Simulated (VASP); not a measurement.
# TiCo (Pm-3m) in VASP: notebook

Aim: see how the results for TiCo move with the level of theory and the settings. Levels: PBE, r2SCAN. Tasks: single point.

All numbers are computed with VASP 6.6.1; they aren't measurements. Logs are shortened: lines on timing, memory, paths and dates and some standing lists are left out, and cuts for length are marked.

## 1. The cell of the first run

The structure is cubic, space group Pm-3m (No. 221). The conventional cell has a = 3.082 Å, b = 3.082 Å, c = 3.082 Å, α = 90.00°, β = 90.00°, γ = 90.00°. Ti (site symmetry m-3m) has 8 Co at 2.67 Å and 6 Ti at 3.08 Å within 3.5 Å. Co (site symmetry m-3m) has 8 Ti at 2.67 Å and 6 Co at 3.08 Å within 3.5 Å.

## 2. Single point, PBE, collinear spin, ferromagnetic start (volume scaled by 1.10)

The input, INCAR:

```
  PREC = Accurate
  ENCUT = 520
  EDIFF = 1E-6
  ISMEAR = 0
  SIGMA = 0.1
  LREAL = False
  LASPH = True
  NELM = 150
  ALGO = Normal
  ISIF = 2
  LWAVE = False
  LCHARG = False
  ISPIN = 2
  MAGMOM = 0 1.07
  LORBIT = 11
  LMAXMIX = 4
  GGA = PE
  NBANDS = 22
```

The input, KPOINTS:

```
regular mesh
0
Gamma
  18 18 18
```

The input, POSCAR:

```
TiCo
1.0
    3.0815627533      0.0000000000      0.0000000000
    0.0000000000      3.0815627533      0.0000000000
    0.0000000000      0.0000000000      3.0815627533
Ti Co
1 1
Direct
    0.0000000000      0.0000000000      0.0000000000
    0.5000000000      0.5000000000      0.5000000000
```

Potentials or basis: VASP PAW PBE potentials, release 64 (Ti_sv, Co).

Launch:

```sh
> cat potpaw_PBE.64/Ti_sv/POTCAR potpaw_PBE.64/Co/POTCAR > POTCAR
> mpirun -np 1 vasp_std > vasp.out
```

OUTCAR:

```text
PREC = Accurate
   ENCUT = 520
   EDIFF = 1E-6
   ISMEAR = 0
   LREAL = False
   LASPH = True
   NELM = 150
   ISIF = 2
   ISPIN = 2
   LORBIT = 11
   GGA = PE

 ion  position               nearest neighbor table
   1  0.000  0.000  0.000-   2 2.67   2 2.67   2 2.67   2 2.67   2 2.67   2 2.67   2 2.67   2 2.67

   2  0.500  0.500  0.500-   1 2.67   1 2.67   1 2.67   1 2.67   1 2.67   1 2.67   1 2.67   1 2.67

  LATTYP: Found a simple cubic cell.
 ALAT       =     3.0815627533

  Lattice vectors:

 A1 = (   3.0815627533,   0.0000000000,   0.0000000000)
 A2 = (   0.0000000000,   3.0815627533,   0.0000000000)
 A3 = (   0.0000000000,   0.0000000000,   3.0815627533)

Analysis of symmetry for initial positions (statically):
=====================================================================
 Subroutine PRICEL returns:
 Original cell was already a primitive cell.

 Routine SETGRP: Setting up the symmetry group for a
 simple cubic supercell.

 Subroutine GETGRP returns: Found 48 space group operations
 (whereof 48 operations were pure point group operations)
 out of a pool of 48 trial point group operations.

The static configuration has the point symmetry O_h .

Analysis of symmetry for dynamics (positions and initial velocities):
=====================================================================
 Subroutine PRICEL returns:
 Original cell was already a primitive cell.

 Routine SETGRP: Setting up the symmetry group for a
 simple cubic supercell.

 Subroutine GETGRP returns: Found 48 space group operations
 (whereof 48 operations were pure point group operations)
 out of a pool of 48 trial point group operations.

The dynamic configuration has the point symmetry O_h .

Analysis of structural, dynamic, and magnetic symmetry:
=====================================================================
 Subroutine PRICEL returns:
 Original cell was already a primitive cell.

 Routine SETGRP: Setting up the symmetry group for a
 simple cubic supercell.

 Subroutine GETGRP returns: Found 48 space group operations
 (whereof 48 operations were pure point group operations)
 out of a pool of 48 trial point group operations.

The overall configuration has the point symmetry O_h .

 Subroutine INISYM returns: Found 48 space group operations
 (whereof 48 operations are pure point group operations),
 and found     1 'primitive' translations

----------------------------------------------------------------------------------------

                                     Primitive cell

  volume of cell :      29.2626

  direct lattice vectors                    reciprocal lattice vectors
     3.081562753  0.000000000  0.000000000     0.324510672  0.000000000  0.000000000
     0.000000000  3.081562753  0.000000000     0.000000000  0.324510672  0.000000000
     0.000000000  0.000000000  3.081562753     0.000000000  0.000000000  0.324510672

  length of vectors
     3.081562753  3.081562753  3.081562753     0.324510672  0.324510672  0.324510672

  position of ions in fractional coordinates (direct lattice)
     0.000000000  0.000000000  0.000000000
     0.500000000  0.500000000  0.500000000

  ion indices of the primitive-cell ions
   primitive index   ion index
                 1           1
                 2           2

----------------------------------------------------------------------------------------

 KPOINTS: regular mesh

Automatic generation of k-mesh.
 Grid dimensions read from file:
 generate k-points for:   18   18   18

 Generating k-lattice:

  Cartesian coordinates                     Fractional coordinates (reciprocal lattice)
     0.018028371  0.000000000  0.000000000     0.055555556  0.000000000  0.000000000
     0.000000000  0.018028371  0.000000000     0.000000000  0.055555556  0.000000000
     0.000000000  0.000000000  0.018028371     0.000000000  0.000000000  0.055555556

  Length of vectors
     0.018028371  0.018028371  0.018028371

  Shift w.r.t. Gamma in fractional coordinates (k-lattice)
     0.000000000  0.000000000  0.000000000

 Subroutine IBZKPT returns following result:
 ===========================================

 Found    220 irreducible k-points:

 Following reciprocal coordinates:
            Coordinates               Weight
  0.000000  0.000000  0.000000      1.000000
  0.055556  0.000000  0.000000      6.000000
  0.111111  0.000000  0.000000      6.000000
  0.166667  0.000000  0.000000      6.000000
  0.222222  0.000000  0.000000      6.000000
  0.277778  0.000000  0.000000      6.000000
[... 16 lines left out ...]
  0.277778  0.111111  0.000000     24.000000
  0.333333  0.111111  0.000000     24.000000
 [... further k-points ...]
   k-points           NKPTS =    220   k-points in BZ     NKDIM =    220   number of bands    NBANDS=     22
   number of dos      NEDOS =    301   number of ions     NIONS =      2
   total plane-waves  NPLWV =  13824
   dimension x,y,z NGX =    24 NGY =   24 NGZ =   24
   dimension x,y,z NGXF=    48 NGYF=   48 NGZF=   48
   ions per type =               1   1
   NGX,Y,Z   is equivalent  to a cutoff of  12.95, 12.95, 12.95 a.u.
   NGXF,Y,Z  is equivalent  to a cutoff of  25.90, 25.90, 25.90 a.u.
 SYSTEM =  unknown system
   PREC   = accura    normal or accurate (medium, high low for compatibility)
   ISTART =      0    job   : 0-new  1-cont  2-samecut
   ICHARG =      2    charge: 1-file 2-atom 10-const
   ISPIN  =      2    spin polarized calculation?
   LNONCOLLINEAR =      F non collinear calculations
   LSORBIT =      F    spin-orbit coupling
   LASPH  =      T    aspherical Exc in radial PAW
   ENCUT  =  520.0 eV  38.22 Ry    6.18 a.u.   5.73  5.73  5.73*2*pi/ulx,y,z
   NELM   =    150;   NELMIN=  2; NELMDL= -5     # of ELM steps
   EDIFF  = 0.1E-05   stopping-criterion for ELM
   LREAL  =      F    real-space projection
[... 7 lines left out ...]
   TEBEG  =    0.0;   TEEND  =   0.0 temperature during run
   PSTRESS=    0.0 pullay stress
   NELECT =      21.0000    total number of electrons
   NUPDOWN=      -1.0000    fix difference up-down
   EMIN   =  10.00;   EMAX   =-10.00  energy-range for DOS
   EFERMI =   0.00;   METHOD = LEGACY
   ISMEAR =     0;   SIGMA  =   0.10  broadening in eV -4-tet -1-fermi 0-gaus
   EFERMI_NEDOS =   21; number of points for ismear=-14 and -15
   IALGO  =     38    algorithm
   IMIX   =      4    mixing-type and parameters
     AMIX     =   0.40;   BMIX     =  1.00
     AMIX_MAG =   1.60;   BMIX_MAG =  1.00
  volume/ion in A,a.u.               =      14.63        98.74
  Fermi-wavevector in a.u.,A,eV,Ry     =   1.465695  2.769762 29.228873  2.148262
  Thomas-Fermi vector in A             =   2.581521
   LORBIT       =     11    0 simple, 1 ext, 2 COOP (PROOUT), +10 PAW based schemes
   GGA     = PE    functional components
   LHFCALC =     F    Hartree Fock is set to
   AEXX    =    0.0000 exact exchange contribution
   IVDW    =     0    specifies the selected vdW correction
   LEPSILON=     F    determine dielectric tensor
   LRPA    =     F    only Hartree local field effects (RPA)
 spin polarized calculation
 Gauss-broadening in eV      SIGMA  =   0.10
  energy-cutoff  :      520.00
  volume of cell :       29.26
 maximum number of plane-waves:       840
 NGX is ok and might be reduce to    24
   NGX = 11   NGY = 11   NGZ = 11

 number of electron      21.0000016 magnetization       0.8999730

 Free energy of the ion-electron system (eV)
  ---------------------------------------------------
  ext. energy  EPLUGINS =         0.00000000
  ---------------------------------------------------
  free energy    TOTEN  =       -15.55806631 eV

  energy without entropy =      -15.54911939  energy(sigma->0) =      -15.55359285

 E-fermi :   8.7379     XC(G=0): -12.0802

 val. band max:        8.7338414363   @ k =   0.3333   0.1111   0.0000
 cond. band min:       8.7416330106   @ k =   0.3333   0.0000   0.0000
 fundamental gap:      0.0077915743
 Fermi energy:         8.7378907938

 spin component 1

 k-point     1 :       0.0000    0.0000    0.0000
  band No.  band energies     occupation
      1     -48.5200      1.00000
      2     -24.6338      1.00000
      3     -24.6338      1.00000
      4     -24.6338      1.00000
      5       1.4843      1.00000
      6       4.9607      1.00000
[... 14 lines left out ...]
     21      26.1552      0.00000
     22      28.9714      0.00000

 k-point     2 :       0.0556    0.0000    0.0000
  band No.  band energies     occupation
      1     -48.5194      1.00000
      2     -24.6403      1.00000
      3     -24.6333      1.00000
      4     -24.6333      1.00000
      5       1.5407      1.00000
      6       4.9810      1.00000
[... 14 lines left out ...]
     21      26.3398      0.00000
     22      28.7635      0.00000
[... 523 lines left out ...]
     21      25.6718      0.00000
     22      27.2555      0.00000

 k-point    24 :       0.3333    0.1111    0.0000
  band No.  band energies     occupation
      1     -48.5022      1.00000
      2     -24.7899      1.00000
      3     -24.6455      1.00000
      4     -24.6196      1.00000
      5       3.4942      1.00000
      6       5.4834      1.00000
[... 14 lines left out ...]
     21      25.7487      0.00000
     22      26.7169      0.00000

 [... further k-points ...]

 spin component 2

 k-point     1 :       0.0000    0.0000    0.0000
  band No.  band energies     occupation
      1     -48.6062      1.00000
      2     -24.7216      1.00000
      3     -24.7216      1.00000
      4     -24.7216      1.00000
      5       1.4318      1.00000
      6       5.7355      1.00000
[... 14 lines left out ...]
     21      26.2985      0.00000
     22      28.7870      0.00000

 k-point     2 :       0.0556    0.0000    0.0000
  band No.  band energies     occupation
      1     -48.6055      1.00000
      2     -24.7282      1.00000
      3     -24.7211      1.00000
      4     -24.7211      1.00000
      5       1.4884      1.00000
      6       5.7584      1.00000
[... 14 lines left out ...]
     21      26.4810      0.00000
     22      28.5780      0.00000
[... 523 lines left out ...]
     21      25.6699      0.00000
     22      27.1070      0.00000

 k-point    24 :       0.3333    0.1111    0.0000
  band No.  band energies     occupation
      1     -48.5882      1.00000
      2     -24.8796      1.00000
      3     -24.7335      1.00000
      4     -24.7073      1.00000
      5       3.4698      1.00000
      6       6.1028      1.00000
[... 14 lines left out ...]
     21      25.7900      0.00000
     22      26.5565      0.00000

 [... further k-points ...]
[... 5 lines left out ...]
  --------------------------------------------------------------------------------------
  -------------------------------------------------------------------------------------
  Total       -2.4253280     -2.4253280     -2.4253280      0.0000000      0.0000000     -0.0000000
  in kB     -132.7908087   -132.7908087   -132.7908087      0.0000000      0.0000000     -0.0000000
  external PRESSURE =    -132.7908087 kB  Pullay stress =       0.0000000 kB

 VOLUME and BASIS-vectors are now :
 -----------------------------------------------------------------------------
  energy-cutoff  :      520.00
  volume of cell :       29.26
      direct lattice vectors                 reciprocal lattice vectors
     3.081562753  0.000000000  0.000000000     0.324510672  0.000000000  0.000000000
     0.000000000  3.081562753  0.000000000     0.000000000  0.324510672  0.000000000
     0.000000000  0.000000000  3.081562753     0.000000000  0.000000000  0.324510672

 POSITION                                       TOTAL-FORCE (eV/Angst)
 -----------------------------------------------------------------------------------
      0.00000      0.00000      0.00000         0.000000      0.000000      0.000000
      1.54078      1.54078      1.54078         0.000000      0.000000      0.000000
 -----------------------------------------------------------------------------------
    total drift:                                0.000000      0.000000     -0.000000

  FREE ENERGIE OF THE ION-ELECTRON SYSTEM (eV)
  ---------------------------------------------------
  free  energy   TOTEN  =       -15.5580663060 eV

  energy  without entropy=      -15.5491193948  energy(sigma->0) =      -15.55359285

 total charge

# of ion       s       p       d       tot
------------------------------------------
    1        2.227   6.150   1.787  10.164
    2        0.491   0.407   7.242   8.140
--------------------------------------------------
tot          2.718   6.557   9.030  18.304

 magnetization (x)

# of ion       s       p       d       tot
------------------------------------------
    1       -0.004  -0.017  -0.091  -0.111
    2        0.029  -0.009   1.084   1.103
--------------------------------------------------
tot          0.025  -0.026   0.993   0.992
```

It took 3.5 min on 1 thread of Oxide Virtual Turin-like, shared host; peak memory 0.29 GiB.

What came out:

```yaml
Free_energy: -15.5581 eV
Pressure: -13.3 GPa
Net_moment: 0.90 μB per cell
Site_moments: Ti -0.11; Co +1.10 μB
Valence_electrons_inside_the_program's_atomic_spheres: Ti 10.16; Co 8.14
```

[end of part 1 of 2]
